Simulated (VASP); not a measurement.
# Sn (P6_3/mmc) in VASP: further runs

Sn is run at these levels: PBEsol; tasks: single point, relaxation of cell and atoms.

Everything below comes from runs of VASP 6.6.1. Logs are shortened: lines on timing, memory, paths and dates and some standing lists are left out, and cuts for length are marked.

### 1 The cell of the first run

It takes space group P6_3/mmc (No. 194, hexagonal). The conventional cell has a = 5.047 Å, b = 5.047 Å, c = 5.869 Å, α = 90.00°, β = 90.00°, γ = 120.00°. Sn (site symmetry -6m2) has 5 Sn at 2.91 to 2.93 Å within 3.8 Å. Within 3.8 Å of Sn (site symmetry -6m2) lie 3 Sn at 2.91 Å.

This isn't the form of Sn at room conditions, which is tetragonal (white tin).

### 2 Single point, PBEsol

File INCAR:

```
SYSTEM = Sn
  ALGO = Fast
  EDIFF = 1E-7
  ENCUT = 520
  GGA = PS
  ISIF = 2
  ISMEAR = 0
  LASPH = .TRUE.
  LCHARG = .FALSE.
  LREAL = .FALSE.
  LWAVE = .FALSE.
  NBANDS = 36
  NELM = 80
  PREC = Accurate
  SIGMA = 0.1
```

File KPOINTS:

```
k-points
0
G
  6 6 4
  0 0 0
```

File POSCAR:

```
Sn
1.0
    5.0472422083      0.0000000000      0.0000000000
   -2.5236211041      4.3710399714      0.0000000000
    0.0000000000      0.0000000000      5.8693008873
Sn
4
Direct
    0.0000000000      0.0000000000      0.2500000000
    0.0000000000      0.0000000000      0.7500000000
    0.3333333333      0.6666666667      0.7500000000
    0.6666666667      0.3333333333      0.2500000000
```

Potentials or basis: VASP PAW PBE potentials, release 64 (Sn_d).

Command:

```bash
$ cat potpaw_PBE.64/Sn_d/POTCAR > POTCAR
$ mpirun -np 1 vasp_std > vasp.out
```

OUTCAR:

```text
SYSTEM = Sn
   EDIFF = 1E-7
   ENCUT = 520
   GGA = PS
   ISIF = 2
   ISMEAR = 0
   LASPH = .TRUE.
   LREAL = .FALSE.
   NELM = 80
   PREC = Accurate

 ion  position               nearest neighbor table
   1  0.000  0.000  0.250-   4 2.91   4 2.91   4 2.91   2 2.93   2 2.93
   2  0.000  0.000  0.750-   3 2.91   3 2.91   3 2.91   1 2.93   1 2.93
   3  0.333  0.667  0.750-   2 2.91   2 2.91   2 2.91
   4  0.667  0.333  0.250-   1 2.91   1 2.91   1 2.91

  LATTYP: Found a hexagonal cell.
 ALAT       =     5.0472422083
 C/A-ratio  =     1.1628728413

  Lattice vectors:

 A1 = (   5.0472422083,   0.0000000000,   0.0000000000)
 A2 = (  -2.5236211041,   4.3710399714,   0.0000000000)
 A3 = (   0.0000000000,   0.0000000000,   5.8693008873)

Analysis of symmetry for initial positions (statically):
=====================================================================
 Subroutine PRICEL returns:
 Original cell was already a primitive cell.

 Routine SETGRP: Setting up the symmetry group for a
 hexagonal supercell.

 Subroutine GETGRP returns: Found 24 space group operations
 (whereof 12 operations were pure point group operations)
 out of a pool of 24 trial point group operations.

The static configuration has the point symmetry D_3d.
 The point group associated with its full space group is D_6h.

Analysis of symmetry for dynamics (positions and initial velocities):
=====================================================================
 Subroutine PRICEL returns:
 Original cell was already a primitive cell.

 Routine SETGRP: Setting up the symmetry group for a
 hexagonal supercell.

 Subroutine GETGRP returns: Found 24 space group operations
 (whereof 12 operations were pure point group operations)
 out of a pool of 24 trial point group operations.

The dynamic configuration has the point symmetry D_3d.
 The point group associated with its full space group is D_6h.

 Subroutine INISYM returns: Found 24 space group operations
 (whereof 12 operations are pure point group operations),
 and found     1 'primitive' translations

----------------------------------------------------------------------------------------

                                     Primitive cell

  volume of cell :     129.4867

  direct lattice vectors                    reciprocal lattice vectors
     5.047242208  0.000000000  0.000000000     0.198127999  0.114389254  0.000000000
    -2.523621104  4.371039971  0.000000000     0.000000000  0.228778507  0.000000000
     0.000000000  0.000000000  5.869300887     0.000000000  0.000000000  0.170378043

  length of vectors
     5.047242208  5.047242208  5.869300887     0.228778507  0.228778507  0.170378043

  position of ions in fractional coordinates (direct lattice)
     0.000000000  0.000000000  0.250000000
     0.000000000  0.000000000  0.750000000
     0.333333333  0.666666667  0.750000000
     0.666666667  0.333333333  0.250000000

  ion indices of the primitive-cell ions
   primitive index   ion index
                 1           1
                 2           2
                 3           3
                 4           4

----------------------------------------------------------------------------------------

 KPOINTS: k-points

Automatic generation of k-mesh.
 Grid dimensions read from file:
 generate k-points for:    6    6    4

 Generating k-lattice:

  Cartesian coordinates                     Fractional coordinates (reciprocal lattice)
     0.033021333  0.019064876  0.000000000     0.166666667  0.000000000  0.000000000
     0.000000000  0.038129751  0.000000000     0.000000000  0.166666667  0.000000000
     0.000000000  0.000000000  0.042594511     0.000000000  0.000000000  0.250000000

  Length of vectors
     0.038129751  0.038129751  0.042594511

  Shift w.r.t. Gamma in fractional coordinates (k-lattice)
     0.000000000  0.000000000  0.000000000

 Subroutine IBZKPT returns following result:
 ===========================================

 Found     21 irreducible k-points:

 Following reciprocal coordinates:
            Coordinates               Weight
  0.000000  0.000000  0.000000      1.000000
  0.166667  0.000000  0.000000      6.000000
  0.333333  0.000000  0.000000      6.000000
  0.500000  0.000000  0.000000      3.000000
  0.166667  0.166667  0.000000      6.000000
  0.333333  0.166667  0.000000     12.000000
[... 13 lines left out ...]
  0.333333  0.166667  0.500000     12.000000
  0.333333  0.333333  0.500000      2.000000
   k-points           NKPTS =     21   k-points in BZ     NKDIM =     21   number of bands    NBANDS=     36
   number of dos      NEDOS =    301   number of ions     NIONS =      4
   total plane-waves  NPLWV =  76800
   dimension x,y,z NGX =    40 NGY =   40 NGZ =   48
   dimension x,y,z NGXF=    80 NGYF=   80 NGZF=   96
   ions per type =               4
   NGX,Y,Z   is equivalent  to a cutoff of  13.18, 13.18, 13.60 a.u.
   NGXF,Y,Z  is equivalent  to a cutoff of  26.35, 26.35, 27.19 a.u.
 SYSTEM =  Sn
   PREC   = accura    normal or accurate (medium, high low for compatibility)
   ISTART =      0    job   : 0-new  1-cont  2-samecut
   ICHARG =      2    charge: 1-file 2-atom 10-const
   ISPIN  =      1    spin polarized calculation?
   LNONCOLLINEAR =      F non collinear calculations
   LSORBIT =      F    spin-orbit coupling
   LASPH  =      T    aspherical Exc in radial PAW
   ENCUT  =  520.0 eV  38.22 Ry    6.18 a.u.   9.38  9.38 10.91*2*pi/ulx,y,z
   NELM   =     80;   NELMIN=  2; NELMDL= -5     # of ELM steps
   EDIFF  = 0.1E-06   stopping-criterion for ELM
   LREAL  =      F    real-space projection
   EDIFFG = 0.1E-05   stopping-criterion for IOM
   NSW    =      0    number of steps for IOM
   IBRION =     -1    ionic relax: 0-MD 1-quasi-New 2-CG
   NFREE  =      0    steps in history (QN), initial steepest desc. (CG)
   ISIF   =      2    stress and relaxation
   ISYM   =      2    0-nonsym 1-usesym 2-fastsym
   POTIM  = 0.5000    time-step for ionic-motion
   TEBEG  =    0.0;   TEEND  =   0.0 temperature during run
   PSTRESS=    0.0 pullay stress
   NELECT =      56.0000    total number of electrons
   NUPDOWN=      -1.0000    fix difference up-down
   EMIN   =  10.00;   EMAX   =-10.00  energy-range for DOS
   EFERMI =   0.00;   METHOD = LEGACY
   ISMEAR =     0;   SIGMA  =   0.10  broadening in eV -4-tet -1-fermi 0-gaus
   EFERMI_NEDOS =   21; number of points for ismear=-14 and -15
   IALGO  =     68    algorithm
   IMIX   =      4    mixing-type and parameters
     AMIX     =   0.40;   BMIX     =  1.00
     AMIX_MAG =   1.60;   BMIX_MAG =  1.00
  volume/ion in A,a.u.               =      32.37       218.45
  Fermi-wavevector in a.u.,A,eV,Ry     =   1.238024  2.339526 20.853697  1.532703
  Thomas-Fermi vector in A             =   2.372567
   LORBIT       =      0    0 simple, 1 ext, 2 COOP (PROOUT), +10 PAW based schemes
   GGA     = PS    functional components
   LHFCALC =     F    Hartree Fock is set to
   AEXX    =    0.0000 exact exchange contribution
   IVDW    =     0    specifies the selected vdW correction
   LEPSILON=     F    determine dielectric tensor
   LRPA    =     F    only Hartree local field effects (RPA)
 non-spin polarized calculation
 RMM-DIIS sequential band-by-band and
 Gauss-broadening in eV      SIGMA  =   0.10
  energy-cutoff  :      520.00
  volume of cell :      129.49
 maximum number of plane-waves:      3525
 NGX is ok and might be reduce to    40
   NGX = 19   NGY = 19   NGZ = 21

 number of electron      55.9999982 magnetization

 Free energy of the ion-electron system (eV)
  ---------------------------------------------------
  ext. energy  EPLUGINS =         0.00000000
  ---------------------------------------------------
  free energy    TOTEN  =       -15.83716811 eV

  energy without entropy =      -15.81680309  energy(sigma->0) =      -15.82698560

 E-fermi :   6.0022     XC(G=0):  -9.5143

 val. band max:        5.9703952678   @ k =   0.1667   0.1667   0.5000
 cond. band min:       6.0300299075   @ k =   0.3333   0.1667   0.5000
 fundamental gap:      0.0596346397
 Fermi energy:         6.0021925305

 k-point     1 :       0.0000    0.0000    0.0000
  band No.  band energies     occupation
      1     -15.7466      2.00000
      2     -15.5515      2.00000
      3     -15.5515      2.00000
      4     -15.5383      2.00000
      5     -15.5121      2.00000
      6     -15.5121      2.00000
[... 28 lines left out ...]
     35       9.4843      0.00000
     36      10.9667      0.00000

 k-point     2 :       0.1667    0.0000    0.0000
  band No.  band energies     occupation
      1     -15.7456      2.00000
      2     -15.5581      2.00000
      3     -15.5572      2.00000
      4     -15.5481      2.00000
      5     -15.5420      2.00000
      6     -15.5375      2.00000
[... 28 lines left out ...]
     35      10.4188      0.00000
     36      11.2505      0.00000

 k-point     3 :       0.3333    0.0000    0.0000
  band No.  band energies     occupation
      1     -15.7438      2.00000
      2     -15.5903      2.00000
      3     -15.5839      2.00000
      4     -15.5832      2.00000
      5     -15.5716      2.00000
      6     -15.5669      2.00000
[... 28 lines left out ...]
     35      10.7231      0.00000
     36      12.0272      0.00000

 k-point     4 :       0.5000    0.0000    0.0000
  band No.  band energies     occupation
      1     -15.7430      2.00000
      2     -15.6030      2.00000
      3     -15.6021      2.00000
      4     -15.6005      2.00000
      5     -15.5879      2.00000
      6     -15.5711      2.00000
[... 28 lines left out ...]
     35      11.1498      0.00000
     36      12.2064      0.00000

 k-point     5 :       0.1667    0.1667    0.0000
  band No.  band energies     occupation
      1     -15.7441      2.00000
      2     -15.5903      2.00000
      3     -15.5841      2.00000
      4     -15.5614      2.00000
      5     -15.5611      2.00000
      6     -15.5600      2.00000
[... 538 lines left out ...]
 k-point    19 :       0.1667    0.1667    0.5000
  band No.  band energies     occupation
      1     -15.5993      2.00000
      2     -15.5993      2.00000
      3     -15.5637      2.00000
      4     -15.5637      2.00000
      5     -15.5552      2.00000
      6     -15.5552      2.00000
[... 28 lines left out ...]
     35      10.6678      0.00000
     36      10.6678      0.00000

 k-point    20 :       0.3333    0.1667    0.5000
  band No.  band energies     occupation
      1     -15.6245      2.00000
      2     -15.6245      2.00000
      3     -15.5776      2.00000
      4     -15.5776      2.00000
      5     -15.5620      2.00000
      6     -15.5620      2.00000
[... 28 lines left out ...]
     35      12.3461      0.00000
     36      12.3679      0.00000

 k-point    21 :       0.3333    0.3333    0.5000
  band No.  band energies     occupation
      1     -15.6392      2.00000
      2     -15.6392      2.00000
      3     -15.5741      2.00000
      4     -15.5741      2.00000
      5     -15.5630      2.00000
      6     -15.5630      2.00000
[... 28 lines left out ...]
     35      12.2108      0.00000
     36      12.2233      0.00000

------------------------ aborting loop because EDIFF is reached ----------------------------------------

  FORCE on cell =-STRESS in cart. coord.  units (eV):
  Direction    XX          YY          ZZ          XY          YZ          ZX
  --------------------------------------------------------------------------------------
  -------------------------------------------------------------------------------------
  Total       -0.2692932     -0.2692932     -0.0190673     -0.0000000     -0.0000000      0.0000000
  in kB       -3.3320439     -3.3320439     -0.2359257     -0.0000000     -0.0000000      0.0000000
  external PRESSURE =      -2.3000045 kB  Pullay stress =       0.0000000 kB

 VOLUME and BASIS-vectors are now :
 -----------------------------------------------------------------------------
  energy-cutoff  :      520.00
  volume of cell :      129.49
      direct lattice vectors                 reciprocal lattice vectors
     5.047242208  0.000000000  0.000000000     0.198127999  0.114389254  0.000000000
    -2.523621104  4.371039971  0.000000000     0.000000000  0.228778507  0.000000000
     0.000000000  0.000000000  5.869300887     0.000000000  0.000000000  0.170378043

 POSITION                                       TOTAL-FORCE (eV/Angst)
 -----------------------------------------------------------------------------------
      0.00000      0.00000      1.46733         0.000000     -0.000000     -0.000000
      0.00000      0.00000      4.40198        -0.000000      0.000000     -0.000000
     -0.00000      2.91403      4.40198         0.000000     -0.000000     -0.000000
      2.52362      1.45701      1.46733        -0.000000      0.000000      0.000000
 -----------------------------------------------------------------------------------
    total drift:                                0.000000     -0.000000      0.000000

  FREE ENERGIE OF THE ION-ELECTRON SYSTEM (eV)
  ---------------------------------------------------
  free  energy   TOTEN  =       -15.8371681085 eV

  energy  without entropy=      -15.8168030900  energy(sigma->0) =      -15.82698560
```

It took 57 s on 1 thread of AMD EPYC 9R45 (Zen 5), shared host; peak memory 0.25 GiB.

What came out:

```
Free energy            : -15.8372 eV
Pressure               : -0.2 GPa
Band gap on the k mesh : zero (bands 28 and 29 overlap by 2.28 eV)
```

Stress tensor (GPa, compression positive):
```
-0.33  0.00  0.00
 0.00 -0.33  0.00
 0.00  0.00 -0.02
```

Caveat: the PAW data sets were made with another functional, which shifts forces and pressure a little; spin-orbit coupling is left out, which moves the levels of the heavy elements.

### 3 Relaxation of cell and atoms, PBEsol

This run uses another cell than the first one, of 32.04 Å³/atom.

File INCAR:

```
PREC = Accurate
ENCUT = 600
EDIFF = 1E-6
ISMEAR = 0
SIGMA = 0.1
LREAL = F
LASPH = T
NELM = 60
ALGO = Fast
ISIF = 3
LWAVE = F
LCHARG = F
GGA = PS
IBRION = 2
NSW = 90
EDIFFG = -0.04
```

File KPOINTS:

```
Automatic mesh
0
Gamma
  6 6 4
```

File POSCAR:

```
Sn
1.0
    5.1463033330      0.0000000000      0.0000000000
   -2.5731516665      4.4568294220      0.0000000000
    0.0000000000      0.0000000000      5.5884988443
Sn
4
Direct
    0.0000000000      0.0000000000      0.2500000000
    0.0000000000      0.0000000000      0.7500000000
    0.3333333333      0.6666666667      0.7500000000
    0.6666666667      0.3333333333      0.2500000000
```

Potentials or basis: VASP PAW PBE potentials, release 64 (Sn_d).

Command:

```bash
$ cat potpaw_PBE.64/Sn_d/POTCAR > POTCAR
$ mpirun -np 1 vasp_std > vasp.out
```

Wall time 2.4 min (1 thread of AMD EPYC 9R45 (Zen 5), shared host); peak memory 0.29 GiB.

Results (log left out):

| Property | Result |
| --- | --- |
| Free energy | -15.8381 eV |
| Relaxed volume | 32.38 Å³/atom |
| Relaxed cell | a = 5.038 Å, b = 5.038 Å, c = 5.892 Å, α = 90.00°, β = 90.00°, γ = 120.00° |
| Space group after relaxing (to 0.1 Å) | P6_3/mmc (No. 194) |
| Energy gained by relaxing | 29.9 meV/atom |
| Ionic steps | 4 |
| Pressure after relaxing | -0.2 GPa |
| Band gap on the k mesh | zero (bands 28 and 29 overlap by 2.27 eV) |

The path:
```
step  energy change (eV)  largest force (eV/Å)  pressure (GPa)  volume (Å³)
   1              0.0000                0.0000            0.39       128.18
   2             -0.1192                0.0000           -0.18       129.43
   3             -0.1196                0.0000           -0.18       129.49
   4             -0.1196                0.0000           -0.17       129.52
```

Final structure:
```
Sn
1.0
     5.03791    0.00000    0.00000
    -2.51896    4.36296    0.00000
     0.00000    0.00000    5.89241
Sn
4
Direct
  0.00000 0.00000 0.25000
  0.00000 0.00000 0.75000
  0.33333 0.66667 0.75000
  0.66667 0.33333 0.25000
```

Levels at points of the mesh, in eV from the Fermi level:
| k point | band 26 | band 27 | band 28 | band 29 | band 30 | band 31 |
| --- | --- | --- | --- | --- | --- | --- |
| (0.00, 0.00, 0.00) | -2.09 | -1.92 | -0.90 | -0.90 | 1.35 | 2.33 |
| (0.50, 0.00, 0.00) | -3.21 | -0.88 | -0.82 | -0.52 | 0.85 | 1.28 |
| (0.00, 0.00, 0.50) | -1.37 | -1.37 | -1.37 | -0.19 | -0.19 | 1.94 |
| (0.50, 0.00, 0.50) | -2.38 | -1.39 | -1.39 | 1.34 | 1.34 | 3.17 |

Caveat: the PAW data sets were made with another functional, which shifts forces and pressure a little; spin-orbit coupling is left out, which moves the levels of the heavy elements.
